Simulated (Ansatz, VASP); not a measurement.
# One calculation of MgS, two programs

```
CELL_PARAMETERS angstrom
0.01561 2.60152 2.58597
2.60152 0.01561 2.58597
2.61712 2.61712 0.00000
ATOMIC_POSITIONS crystal
Mg 0.00000 0.00000 0.00000
S 0.50000 0.50000 0.50000
```

Change from the starting cell: strained cell.

Alike in both runs: functional PBEsol; k mesh 6 × 6 × 6; occupations gaussian, width 0.02 eV; no spin polarisation.

Ansatz relaxed the structure, and its values are those at the end. VASP's run is a single point on that final structure, the one shown.

|  | VASP | Ansatz |
| --- | --- | --- |
| version | VASP 6.6.1 | Ansatz 0.2.0 |
| potentials or method | VASP PAW PBE potentials, release 64 (Mg, S), cutoff 600 eV | scalar-relativistic, plane waves, PAW |
| valence electrons in the cell | 8 | 16 |

Ansatz gave:

- gap on the k mesh at the Fermi level (eV): 2.62
- least direct gap on the mesh (eV): 3.58
- pressure (GPa): -0.4

**Question.** Estimate VASP's values.

**Answer.** gap on the k mesh at the Fermi level (eV): 2.62; least direct gap on the mesh (eV): 3.57; pressure (GPa): -0.6.

VASP's potentials were made for PBE, not for PBEsol, and Ansatz warns of the same on its side. The functional is the same, so the differences come from potentials, cutoffs and numerics. VASP's potentials hold 8 valence electrons a cell and Ansatz's 16, so a difference there can come from the potentials and not from the codes. Ansatz's warnings: stress scf threshold loose.
